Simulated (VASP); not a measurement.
# Cu (Fm-3m) in VASP: relaxation of cell and atoms with RPBE

Aim: the relaxation of cell and atoms of Cu with RPBE.

Program: VASP 6.6.1. These are calculated values, not measurements. Logs are shortened: lines on timing, memory, paths and dates and some standing lists are left out, and cuts for length are marked.

## Step 1: The cell of the first run

It takes space group Fm-3m (No. 225, cubic). Conventional cell: a = 3.673 Å, b = 3.673 Å, c = 3.673 Å, α = 90.00°, β = 90.00°, γ = 90.00°. Within 3.4 Å of Cu (site symmetry m-3m) lie 12 Cu at 2.60 Å.

## Step 2: Relaxation of cell and atoms, RPBE

Contents of INCAR:

```
PREC = Accurate
ENCUT = 600
EDIFF = 1E-7
ISMEAR = -1
SIGMA = 0.15
LREAL = F
LASPH = T
NELM = 120
ALGO = Normal
ISIF = 3
LWAVE = F
LCHARG = F
GGA = RP
IBRION = 2
NSW = 80
EDIFFG = -0.001
GGA_COMPAT = F
NELMIN = 4
```

Contents of KPOINTS:

```
Automatic mesh
0
Gamma
  16 16 16
```

Contents of POSCAR:

```
Cu
1.0
    0.0000000000      1.8362773660      1.8362773660
    1.8362773660      0.0000000000      1.8362773660
    1.8362773660      1.8362773660      0.0000000000
Cu
1
Direct
    0.0000000000      0.0000000000      0.0000000000
```

Potentials or basis: VASP PAW PBE potentials, release 64 (Cu).

Launch:

```
cat potpaw_PBE.64/Cu/POTCAR > POTCAR
mpirun -np 1 vasp_std > vasp.out
```

OUTCAR:

```text
PREC = Accurate
   ENCUT = 600
   EDIFF = 1E-7
   ISMEAR = -1
   LREAL = F
   LASPH = T
   NELM = 120
   ISIF = 3
   GGA = RP
   IBRION = 2
   NSW = 80
   EDIFFG = -0.001
   NELMIN = 4

 ion  position               nearest neighbor table
   1  0.000  0.000  0.000-

  LATTYP: Found a face centered cubic cell.
 ALAT       =     3.6725547320

  Lattice vectors:

 A1 = (   0.0000000000,   1.8362773660,   1.8362773660)
 A2 = (   1.8362773660,   0.0000000000,   1.8362773660)
 A3 = (   1.8362773660,   1.8362773660,   0.0000000000)

Analysis of symmetry for initial positions (statically):
=====================================================================
 Subroutine PRICEL returns:
 Original cell was already a primitive cell.

 Routine SETGRP: Setting up the symmetry group for a
 face centered cubic supercell.

 Subroutine GETGRP returns: Found 48 space group operations
 (whereof 48 operations were pure point group operations)
 out of a pool of 48 trial point group operations.

The static configuration has the point symmetry O_h .

Analysis of symmetry for dynamics (positions and initial velocities):
=====================================================================
 Subroutine PRICEL returns:
 Original cell was already a primitive cell.

 Routine SETGRP: Setting up the symmetry group for a
 face centered cubic supercell.

 Subroutine GETGRP returns: Found 48 space group operations
 (whereof 48 operations were pure point group operations)
 out of a pool of 48 trial point group operations.

The dynamic configuration has the point symmetry O_h .

 Subroutine INISYM returns: Found 48 space group operations
 (whereof 48 operations are pure point group operations),
 and found     1 'primitive' translations

----------------------------------------------------------------------------------------

                                     Primitive cell

  volume of cell :      12.3835

  direct lattice vectors                    reciprocal lattice vectors
     0.000000000  1.836277366  1.836277366    -0.272290020  0.272290020  0.272290020
     1.836277366  0.000000000  1.836277366     0.272290020 -0.272290020  0.272290020
     1.836277366  1.836277366  0.000000000     0.272290020  0.272290020 -0.272290020

  length of vectors
     2.596888355  2.596888355  2.596888355     0.471620148  0.471620148  0.471620148

  position of ions in fractional coordinates (direct lattice)
     0.000000000  0.000000000  0.000000000

  ion indices of the primitive-cell ions
   primitive index   ion index
                 1           1

----------------------------------------------------------------------------------------

 KPOINTS: Automatic mesh

Automatic generation of k-mesh.
 Grid dimensions read from file:
 generate k-points for:   16   16   16

 Generating k-lattice:

  Cartesian coordinates                     Fractional coordinates (reciprocal lattice)
    -0.017018126  0.017018126  0.017018126     0.062500000  0.000000000  0.000000000
     0.017018126 -0.017018126  0.017018126     0.000000000  0.062500000  0.000000000
     0.017018126  0.017018126 -0.017018126     0.000000000  0.000000000  0.062500000

  Length of vectors
     0.029476259  0.029476259  0.029476259

  Shift w.r.t. Gamma in fractional coordinates (k-lattice)
     0.000000000  0.000000000  0.000000000

 Subroutine IBZKPT returns following result:
 ===========================================

 Found    145 irreducible k-points:

 Following reciprocal coordinates:
            Coordinates               Weight
  0.000000  0.000000  0.000000      1.000000
  0.062500  0.000000  0.000000      8.000000
  0.125000  0.000000  0.000000      8.000000
  0.187500  0.000000  0.000000      8.000000
  0.250000  0.000000  0.000000      8.000000
  0.312500  0.000000  0.000000      8.000000
[... 16 lines left out ...]
 -0.125000  0.062500  0.000000     24.000000
 -0.062500  0.062500  0.000000     12.000000
 [... further k-points ...]
   k-points           NKPTS =    145   k-points in BZ     NKDIM =    145   number of bands    NBANDS=      9
   number of dos      NEDOS =    301   number of ions     NIONS =      1
   total plane-waves  NPLWV =  13824
   dimension x,y,z NGX =    24 NGY =   24 NGZ =   24
   dimension x,y,z NGXF=    48 NGYF=   48 NGZF=   48
   ions per type =               1
   NGX,Y,Z   is equivalent  to a cutoff of  15.36, 15.36, 15.36 a.u.
   NGXF,Y,Z  is equivalent  to a cutoff of  30.73, 30.73, 30.73 a.u.
 SYSTEM =  unknown system
   PREC   = accura    normal or accurate (medium, high low for compatibility)
   ISTART =      0    job   : 0-new  1-cont  2-samecut
   ICHARG =      2    charge: 1-file 2-atom 10-const
   ISPIN  =      1    spin polarized calculation?
   LNONCOLLINEAR =      F non collinear calculations
   LSORBIT =      F    spin-orbit coupling
   LASPH  =      T    aspherical Exc in radial PAW
   ENCUT  =  600.0 eV  44.10 Ry    6.64 a.u.   5.19  5.19  5.19*2*pi/ulx,y,z
   NELM   =    120;   NELMIN=  4; NELMDL= -5     # of ELM steps
   EDIFF  = 0.1E-06   stopping-criterion for ELM
   LREAL  =      F    real-space projection
   EDIFFG = -.1E-02   stopping-criterion for IOM
   NSW    =     80    number of steps for IOM
   IBRION =      2    ionic relax: 0-MD 1-quasi-New 2-CG
   NFREE  =      1    steps in history (QN), initial steepest desc. (CG)
   ISIF   =      3    stress and relaxation
   ISYM   =      2    0-nonsym 1-usesym 2-fastsym
   POTIM  = 0.5000    time-step for ionic-motion
   TEBEG  =    0.0;   TEEND  =   0.0 temperature during run
   PSTRESS=    0.0 pullay stress
   NELECT =      11.0000    total number of electrons
   NUPDOWN=      -1.0000    fix difference up-down
   EMIN   =  10.00;   EMAX   =-10.00  energy-range for DOS
   EFERMI =   0.00;   METHOD = LEGACY
   ISMEAR =    -1;   SIGMA  =   0.15  broadening in eV -4-tet -1-fermi 0-gaus
   EFERMI_NEDOS =   21; number of points for ismear=-14 and -15
   IALGO  =     38    algorithm
   IMIX   =      4    mixing-type and parameters
     AMIX     =   0.40;   BMIX     =  1.00
     AMIX_MAG =   1.60;   BMIX_MAG =  1.00
  volume/ion in A,a.u.               =      12.38        83.57
  Fermi-wavevector in a.u.,A,eV,Ry     =   1.573708  2.973877 33.695596  2.476556
  Thomas-Fermi vector in A             =   2.674952
   LORBIT       =      0    0 simple, 1 ext, 2 COOP (PROOUT), +10 PAW based schemes
   GGA     = RP    functional components
   LHFCALC =     F    Hartree Fock is set to
   AEXX    =    0.0000 exact exchange contribution
   IVDW    =     0    specifies the selected vdW correction
   LEPSILON=     F    determine dielectric tensor
   LRPA    =     F    only Hartree local field effects (RPA)
 conjugate gradient relaxation of ions
 non-spin polarized calculation
  energy-cutoff  :      600.00
  volume of cell :       12.38
 maximum number of plane-waves:       428
 NGX is ok and might be reduce to    24
   NGX = 11   NGY = 11   NGZ = 11

--------------------------------------- Ionic step        1  -------------------------------------------

 number of electron      11.0000002 magnetization

 Free energy of the ion-electron system (eV)
  ---------------------------------------------------
  ext. energy  EPLUGINS =         0.00000000
  ---------------------------------------------------
  free energy    TOTEN  =        -3.26710884 eV

  energy without entropy =       -3.24434267  energy(sigma->0) =       -3.25572575

------------------------ aborting loop because EDIFF is reached ----------------------------------------

  FORCE on cell =-STRESS in cart. coord.  units (eV):
  Direction    XX          YY          ZZ          XY          YZ          ZX
  --------------------------------------------------------------------------------------
  -------------------------------------------------------------------------------------
  Total        0.0604743      0.0604743      0.0604743     -0.0000000     -0.0000000     -0.0000000
  in kB        7.8241440      7.8241440      7.8241440     -0.0000000     -0.0000000     -0.0000000
  external PRESSURE =       7.8241440 kB  Pullay stress =       0.0000000 kB
[... 90 lines left out ...]
  energy  without entropy=       -3.2444727141  energy(sigma->0) =       -3.25588400

--------------------------------------- Ionic step        4  -------------------------------------------

 number of electron      11.0000003 magnetization

 Free energy of the ion-electron system (eV)
  ---------------------------------------------------
  ext. energy  EPLUGINS =         0.00000000
  ---------------------------------------------------
  free energy    TOTEN  =        -3.26729515 eV

  energy without entropy =       -3.24447056  energy(sigma->0) =       -3.25588286

 E-fermi :   7.0884     XC(G=0): -12.2794

 val. band max:        7.0793824432   @ k =   0.5000   0.3125   0.1250
 cond. band min:       7.2391573433   @ k =   0.5000   0.1250   0.0000
 fundamental gap:      0.1597749002
 Fermi energy:         7.0883736433

 k-point     1 :       0.0000    0.0000    0.0000
  band No.  band energies     occupation
      1      -1.8464      2.00000
      2       4.2273      2.00000
      3       4.2273      2.00000
      4       4.2273      2.00000
      5       4.9797      2.00000
      6       4.9797      2.00000
      7      29.1946      0.00000
      8      31.5266      0.00000
      9      31.5266      0.00000
[... 265 lines left out ...]
 k-point    24 :      -0.0625    0.0625    0.0000
  band No.  band energies     occupation
      1      -1.4832      2.00000
      2       4.1494      2.00000
      3       4.2878      2.00000
      4       4.3002      2.00000
      5       4.9224      2.00000
      6       4.9922      2.00000
      7      27.1492      0.00000
      8      28.1165      0.00000
      9      30.7243      0.00000

 [... further k-points ...]

------------------------ aborting loop because EDIFF is reached ----------------------------------------

  FORCE on cell =-STRESS in cart. coord.  units (eV):
  Direction    XX          YY          ZZ          XY          YZ          ZX
  --------------------------------------------------------------------------------------
  -------------------------------------------------------------------------------------
  Total       -0.0003434     -0.0003434     -0.0003434     -0.0000000     -0.0000000     -0.0000000
  in kB       -0.0441447     -0.0441447     -0.0441447     -0.0000000     -0.0000000     -0.0000000
  external PRESSURE =      -0.0441447 kB  Pullay stress =       0.0000000 kB
[... 16 lines left out ...]
  FREE ENERGIE OF THE ION-ELECTRON SYSTEM (eV)
  ---------------------------------------------------
  free  energy   TOTEN  =        -3.2672951530 eV

  energy  without entropy=       -3.2444705583  energy(sigma->0) =       -3.25588286

 reached required accuracy - stopping structural energy minimisation
```

Run time: 41 s. Hardware: 1 thread of Intel Xeon 8259CL, shared host; peak memory 0.16 GiB.

Results:

```
Free energy                           : -3.2673 eV
Relaxed volume                        : 12.46 Å³/atom
Relaxed cell                          : a = 2.602 Å, b = 2.602 Å, c = 2.602 Å, α = 60.00°, β = 60.00°, γ = 60.00°
Space group after relaxing (to 0.1 Å) : Fm-3m (No. 225)
Energy gained by relaxing             : 0.2 meV/atom
Ionic steps                           : 4
Pressure after relaxing               : 0.0 GPa
Band gap on the k mesh                : zero (an odd number of electrons rules out a gap without spin polarisation)
```

Step by step:
```csv
step,energy change (eV),largest force (eV/Å),pressure (GPa),volume (Å³)
1,0.0000,0.0000,0.78,12.38
2,-0.0002,0.0000,-0.28,12.49
3,-0.0002,0.0000,0.03,12.46
4,-0.0002,0.0000,0.00,12.46
```

Final structure:
```
Cu
1.0
     0.00000    1.84024    1.84024
     1.84024    0.00000    1.84024
     1.84024    1.84024    0.00000
Cu
1
Cartesian
  0.0000 0.0000 0.0000
```

Caveat: the PAW data sets were made with another functional, which shifts forces and pressure a little.

The gap in the log of VASP goes by the Fermi energy; the results here count the filled bands.